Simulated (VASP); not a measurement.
# Sr3Ga (I4/mmm) in VASP: a series of runs

The runs below take Sr3Ga through single point, relaxation of cell and atoms, with PBE.

Program: VASP 6.6.1. These are calculated values, not measurements. Logs are shortened: lines on timing, memory, paths and dates and some standing lists are left out, and cuts for length are marked.

## (1) The cell of the first run

The structure is tetragonal, space group I4/mmm (No. 139). Conventional cell: a = 5.638 Å, b = 5.638 Å, c = 9.685 Å, α = 90.00°, β = 90.00°, γ = 90.00°. Within 4.9 Å of Sr (site symmetry 4/mmm) lie 8 Sr at 3.72 Å and 6 Ga at 3.99 to 4.84 Å. Within 4.9 Å of Sr (site symmetry -4m2) lie 10 Sr at 3.72 to 4.84 Å and 4 Ga at 3.72 Å. Within 4.9 Å of Ga (site symmetry 4/mmm) lie 14 Sr at 3.72 to 4.84 Å.

## (2) Single point, PBE

INCAR reads:

```
PREC = Accurate
ENCUT = 520
EDIFF = 1E-6
ISMEAR = 0
SIGMA = 0.1
LREAL = F
LASPH = T
NELM = 100
ALGO = Fast
ISIF = 2
LWAVE = F
LCHARG = T
GGA = PE
LELF = T
LVHAR = T
NBANDS = 30
```

KPOINTS reads:

```
regular mesh
0
Gamma
  6 6 6
```

POSCAR reads:

```
Sr3Ga
1.0
   -2.8191095699      2.8191095699      4.8425086596
    2.8191095699     -2.8191095699      4.8425086596
    2.8191095699      2.8191095699     -4.8425086596
Sr Ga
3 1
Direct
    0.5000000000      0.5000000000      0.0000000000
    0.2500000000      0.7500000000      0.5000000000
    0.7500000000      0.2500000000      0.5000000000
    0.0000000000      0.0000000000      0.0000000000
```

Potentials or basis: VASP PAW PBE potentials, release 64 (Sr_sv, Ga_d).

On the command line:

```console
$ cat potpaw_PBE.64/Sr_sv/POTCAR potpaw_PBE.64/Ga_d/POTCAR > POTCAR
$ mpirun -np 1 vasp_std > vasp.out
```

OUTCAR:

```text
PREC = Accurate
   ENCUT = 520
   EDIFF = 1E-6
   ISMEAR = 0
   LREAL = F
   LASPH = T
   NELM = 100
   ISIF = 2
   GGA = PE

 ion  position               nearest neighbor table
   1  0.500  0.500  0.000-   2 3.72   3 3.72   2 3.72   3 3.72   2 3.72   3 3.72   2 3.72   3 3.72
                             4 3.99   4 3.99   4 3.99   4 3.99
   2  0.250  0.750  0.500-   4 3.72   1 3.72   1 3.72   4 3.72   1 3.72   4 3.72   4 3.72   1 3.72
                             3 3.99   3 3.99   3 3.99   3 3.99   3 4.84   3 4.84
   3  0.750  0.250  0.500-   1 3.72   4 3.72   1 3.72   4 3.72   1 3.72   4 3.72   1 3.72   4 3.72
                             2 3.99   2 3.99   2 3.99   2 3.99   2 4.84   2 4.84
   4  0.000  0.000  0.000-   3 3.72   2 3.72   2 3.72   3 3.72   2 3.72   3 3.72   3 3.72   2 3.72
                             1 3.99   1 3.99   1 3.99   1 3.99

  LATTYP: Found a body centered tetragonal cell.
 ALAT       =     5.6382191398
 C/A-ratio  =     1.7177440392

  Lattice vectors:

 A1 = (  -2.8191095699,   2.8191095699,   4.8425086596)
 A2 = (   2.8191095699,  -2.8191095699,   4.8425086596)
 A3 = (   2.8191095699,   2.8191095699,  -4.8425086596)

Analysis of symmetry for initial positions (statically):
=====================================================================
 Subroutine PRICEL returns:
 Original cell was already a primitive cell.

 Routine SETGRP: Setting up the symmetry group for a
 body centered tetragonal supercell.

 Subroutine GETGRP returns: Found 16 space group operations
 (whereof 16 operations were pure point group operations)
 out of a pool of 16 trial point group operations.

The static configuration has the point symmetry D_4h.

Analysis of symmetry for dynamics (positions and initial velocities):
=====================================================================
 Subroutine PRICEL returns:
 Original cell was already a primitive cell.

 Routine SETGRP: Setting up the symmetry group for a
 body centered tetragonal supercell.

 Subroutine GETGRP returns: Found 16 space group operations
 (whereof 16 operations were pure point group operations)
 out of a pool of 16 trial point group operations.

The dynamic configuration has the point symmetry D_4h.

 Subroutine INISYM returns: Found 16 space group operations
 (whereof 16 operations are pure point group operations),
 and found     1 'primitive' translations

----------------------------------------------------------------------------------------

                                     Primitive cell

  volume of cell :     153.9410

  direct lattice vectors                    reciprocal lattice vectors
    -2.819109570  2.819109570  4.842508660     0.000000000  0.177360967  0.103252268
     2.819109570 -2.819109570  4.842508660     0.177360967  0.000000000  0.103252268
     2.819109570  2.819109570 -4.842508660     0.177360967  0.177360967  0.000000000

  length of vectors
     6.272531200  6.272531200  6.272531200     0.205226566  0.205226566  0.250826285

  position of ions in fractional coordinates (direct lattice)
     0.500000000  0.500000000  0.000000000
     0.250000000  0.750000000  0.500000000
     0.750000000  0.250000000  0.500000000
     0.000000000  0.000000000  0.000000000

  ion indices of the primitive-cell ions
   primitive index   ion index
                 1           1
                 2           2
                 3           3
                 4           4

----------------------------------------------------------------------------------------

 KPOINTS: regular mesh

Automatic generation of k-mesh.
 Grid dimensions read from file:
 generate k-points for:    6    6    6

 Generating k-lattice:

  Cartesian coordinates                     Fractional coordinates (reciprocal lattice)
     0.000000000  0.029560161  0.017208711     0.166666667 -0.000000000  0.000000000
     0.029560161  0.000000000  0.017208711    -0.000000000  0.166666667  0.000000000
     0.029560161  0.029560161  0.000000000     0.000000000  0.000000000  0.166666667

  Length of vectors
     0.034204428  0.034204428  0.041804381

  Shift w.r.t. Gamma in fractional coordinates (k-lattice)
     0.000000000  0.000000000  0.000000000

 Subroutine IBZKPT returns following result:
 ===========================================

 Found     30 irreducible k-points:

 Following reciprocal coordinates:
            Coordinates               Weight
  0.000000  0.000000  0.000000      1.000000
  0.166667  0.000000  0.000000      8.000000
  0.333333  0.000000  0.000000      8.000000
  0.500000  0.000000 -0.000000      4.000000
  0.166667  0.166667  0.000000      8.000000
  0.333333  0.166667  0.000000     16.000000
[... 16 lines left out ...]
 -0.333333 -0.333333  0.166667      8.000000
 -0.166667 -0.333333  0.166667      8.000000
 [... further k-points ...]
   k-points           NKPTS =     30   k-points in BZ     NKDIM =     30   number of bands    NBANDS=     30
   number of dos      NEDOS =    301   number of ions     NIONS =      4
   total plane-waves  NPLWV = 110592
   dimension x,y,z NGX =    48 NGY =   48 NGZ =   48
   dimension x,y,z NGXF=    96 NGYF=   96 NGZF=   96
   ions per type =               3   1
   NGX,Y,Z   is equivalent  to a cutoff of  12.72, 12.72, 12.72 a.u.
   NGXF,Y,Z  is equivalent  to a cutoff of  25.44, 25.44, 25.44 a.u.
 SYSTEM =  unknown system
   PREC   = accura    normal or accurate (medium, high low for compatibility)
   ISTART =      0    job   : 0-new  1-cont  2-samecut
   ICHARG =      2    charge: 1-file 2-atom 10-const
   ISPIN  =      1    spin polarized calculation?
   LNONCOLLINEAR =      F non collinear calculations
   LSORBIT =      F    spin-orbit coupling
   LASPH  =      T    aspherical Exc in radial PAW
   ENCUT  =  520.0 eV  38.22 Ry    6.18 a.u.  11.66 11.66 11.66*2*pi/ulx,y,z
   NELM   =    100;   NELMIN=  2; NELMDL= -5     # of ELM steps
   EDIFF  = 0.1E-05   stopping-criterion for ELM
   LREAL  =      F    real-space projection
   EDIFFG = 0.1E-04   stopping-criterion for IOM
   NSW    =      0    number of steps for IOM
   IBRION =     -1    ionic relax: 0-MD 1-quasi-New 2-CG
   NFREE  =      0    steps in history (QN), initial steepest desc. (CG)
   ISIF   =      2    stress and relaxation
   ISYM   =      2    0-nonsym 1-usesym 2-fastsym
   POTIM  = 0.5000    time-step for ionic-motion
   TEBEG  =    0.0;   TEEND  =   0.0 temperature during run
   PSTRESS=    0.0 pullay stress
   NELECT =      43.0000    total number of electrons
   NUPDOWN=      -1.0000    fix difference up-down
   EMIN   =  10.00;   EMAX   =-10.00  energy-range for DOS
   EFERMI =   0.00;   METHOD = LEGACY
   ISMEAR =     0;   SIGMA  =   0.10  broadening in eV -4-tet -1-fermi 0-gaus
   EFERMI_NEDOS =   21; number of points for ismear=-14 and -15
   IALGO  =     68    algorithm
   IMIX   =      4    mixing-type and parameters
     AMIX     =   0.40;   BMIX     =  1.00
     AMIX_MAG =   1.60;   BMIX_MAG =  1.00
  volume/ion in A,a.u.               =      38.49       259.71
  Fermi-wavevector in a.u.,A,eV,Ry     =   1.070154  2.022298 15.581790  1.145229
  Thomas-Fermi vector in A             =   2.205855
   LORBIT       =      0    0 simple, 1 ext, 2 COOP (PROOUT), +10 PAW based schemes
   GGA     = PE    functional components
   LHFCALC =     F    Hartree Fock is set to
   AEXX    =    0.0000 exact exchange contribution
   IVDW    =     0    specifies the selected vdW correction
   LEPSILON=     F    determine dielectric tensor
   LRPA    =     F    only Hartree local field effects (RPA)
 non-spin polarized calculation
 RMM-DIIS sequential band-by-band and
 Gauss-broadening in eV      SIGMA  =   0.10
  energy-cutoff  :      520.00
  volume of cell :      153.94
 maximum number of plane-waves:      4182
 NGX is ok and might be reduce to    48
   NGX = 23   NGY = 23   NGZ = 23

 number of electron      43.0000007 magnetization

 Free energy of the ion-electron system (eV)
  ---------------------------------------------------
  ext. energy  EPLUGINS =         0.00000000
  ---------------------------------------------------
  free energy    TOTEN  =        -7.82055499 eV

  energy without entropy =       -7.79498791  energy(sigma->0) =       -7.80777145

 E-fermi :   2.5069     XC(G=0):  -8.3776

 val. band max:        2.4843144479   @ k =  -0.1667  -0.1667   0.1667
 cond. band min:       2.5096870640   @ k =  -0.3333  -0.3333   0.1667
 fundamental gap:      0.0253726161
 Fermi energy:         2.5069283076

 k-point     1 :       0.0000    0.0000    0.0000
  band No.  band energies     occupation
      1     -33.9224      2.00000
      2     -33.6930      2.00000
      3     -33.6754      2.00000
      4     -16.1021      2.00000
      5     -15.9624      2.00000
      6     -15.9624      2.00000
[... 22 lines left out ...]
     29       6.4705      0.00000
     30       6.5274      0.00000

 k-point     2 :       0.1667    0.0000    0.0000
  band No.  band energies     occupation
      1     -33.9210      2.00000
      2     -33.6927      2.00000
      3     -33.6771      2.00000
      4     -16.1030      2.00000
      5     -15.9780      2.00000
      6     -15.9739      2.00000
[... 22 lines left out ...]
     29       5.9960      0.00000
     30       6.5335      0.00000

 k-point     3 :       0.3333    0.0000    0.0000
  band No.  band energies     occupation
      1     -33.9184      2.00000
      2     -33.6910      2.00000
      3     -33.6814      2.00000
      4     -16.1006      2.00000
      5     -15.9966      2.00000
      6     -15.9914      2.00000
[... 22 lines left out ...]
     29       5.2956      0.00000
     30       5.7084      0.00000

 k-point     4 :       0.5000    0.0000   -0.0000
  band No.  band energies     occupation
      1     -33.9170      2.00000
      2     -33.6878      2.00000
      3     -33.6860      2.00000
      4     -16.0984      2.00000
      5     -15.9998      2.00000
      6     -15.9985      2.00000
[... 22 lines left out ...]
     29       5.2706      0.00000
     30       5.5185      0.00000

 k-point     5 :       0.1667    0.1667    0.0000
  band No.  band energies     occupation
      1     -33.9193      2.00000
      2     -33.6929      2.00000
      3     -33.6786      2.00000
      4     -16.0998      2.00000
      5     -15.9958      2.00000
      6     -15.9917      2.00000
[... 22 lines left out ...]
     29       5.8903      0.00000
     30       6.0731      0.00000
[... 526 lines left out ...]
     29       5.4595      0.00000
     30       5.5858      0.00000

 k-point    22 :      -0.1667    0.5000    0.1667
  band No.  band energies     occupation
      1     -33.9166      2.00000
      2     -33.6926      2.00000
      3     -33.6816      2.00000
      4     -16.0780      2.00000
      5     -16.0136      2.00000
      6     -16.0134      2.00000
[... 22 lines left out ...]
     29       5.0471      0.00000
     30       5.7959      0.00000

 k-point    23 :      -0.3333   -0.3333    0.1667
  band No.  band energies     occupation
      1     -33.9167      2.00000
      2     -33.6953      2.00000
      3     -33.6790      2.00000
      4     -16.0653      2.00000
      5     -16.0372      2.00000
      6     -16.0100      2.00000
[... 22 lines left out ...]
     29       5.6690      0.00000
     30       5.7759      0.00000

 k-point    24 :      -0.1667   -0.3333    0.1667
  band No.  band energies     occupation
      1     -33.9184      2.00000
      2     -33.6951      2.00000
      3     -33.6774      2.00000
      4     -16.0732      2.00000
      5     -16.0124      2.00000
      6     -16.0118      2.00000
[... 22 lines left out ...]
     29       5.3464      0.00000
     30       6.0573      0.00000

 [... further k-points ...]

------------------------ aborting loop because EDIFF is reached ----------------------------------------

  FORCE on cell =-STRESS in cart. coord.  units (eV):
  Direction    XX          YY          ZZ          XY          YZ          ZX
  --------------------------------------------------------------------------------------
  -------------------------------------------------------------------------------------
  Total        0.0376993      0.0376993     -0.0411571      0.0000000      0.0000000      0.0000000
  in kB        0.3923639      0.3923639     -0.4283526      0.0000000      0.0000000      0.0000000
  external PRESSURE =       0.1187917 kB  Pullay stress =       0.0000000 kB

 VOLUME and BASIS-vectors are now :
 -----------------------------------------------------------------------------
  energy-cutoff  :      520.00
  volume of cell :      153.94
      direct lattice vectors                 reciprocal lattice vectors
    -2.819109570  2.819109570  4.842508660     0.000000000  0.177360967  0.103252268
     2.819109570 -2.819109570  4.842508660     0.177360967  0.000000000  0.103252268
     2.819109570  2.819109570 -4.842508660     0.177360967  0.177360967  0.000000000

 POSITION                                       TOTAL-FORCE (eV/Angst)
 -----------------------------------------------------------------------------------
      0.00000      0.00000      4.84251         0.000000     -0.000000     -0.000000
      2.81911      0.00000      2.42125        -0.000000     -0.000000      0.000000
      0.00000      2.81911      2.42125         0.000000      0.000000     -0.000000
      0.00000      0.00000      0.00000         0.000000     -0.000000     -0.000000
 -----------------------------------------------------------------------------------
    total drift:                                0.000000     -0.000000      0.000000

  FREE ENERGIE OF THE ION-ELECTRON SYSTEM (eV)
  ---------------------------------------------------
  free  energy   TOTEN  =        -7.8205549890 eV

  energy  without entropy=       -7.7949879066  energy(sigma->0) =       -7.80777145
```

It took 5 min on 1 thread of Intel Xeon 6975P-C (Granite Rapids), shared host; peak memory 0.38 GiB.

What came out:

```yaml
Free_energy: -7.8206 eV
Pressure: 0.0 GPa
Band_gap_on_the_k_mesh: zero (an odd number of electrons rules out a gap without spin polarisation)
```

Levels at points of the mesh, in eV from the Fermi level:
| k point | band 17 | band 18 | band 19 | band 20 | band 21 | band 22 | band 23 | band 24 | band 25 | band 26 |
| --- | --- | --- | --- | --- | --- | --- | --- | --- | --- | --- |
| (0.00, 0.00, 0.00) | -14.26 | -5.82 | -1.14 | -0.66 | -0.32 | -0.32 | 0.36 | 0.40 | 1.18 | 1.32 |
| (0.50, 0.00, 0.00) | -14.26 | -5.18 | -2.47 | -0.84 | -0.44 | 0.25 | 0.60 | 0.96 | 1.31 | 1.51 |
| (0.50, 0.50, 0.00) | -14.26 | -5.09 | -1.89 | -0.81 | -0.68 | -0.35 | -0.31 | 1.40 | 1.51 | 1.64 |
| (0.50, 0.50, 0.50) | -14.26 | -5.21 | -2.50 | -1.02 | -0.22 | 0.21 | 0.21 | 0.89 | 0.89 | 1.18 |

(Part 1 of 2 ends here.)

The gap in the log of VASP goes by the Fermi energy; the results here count the filled bands.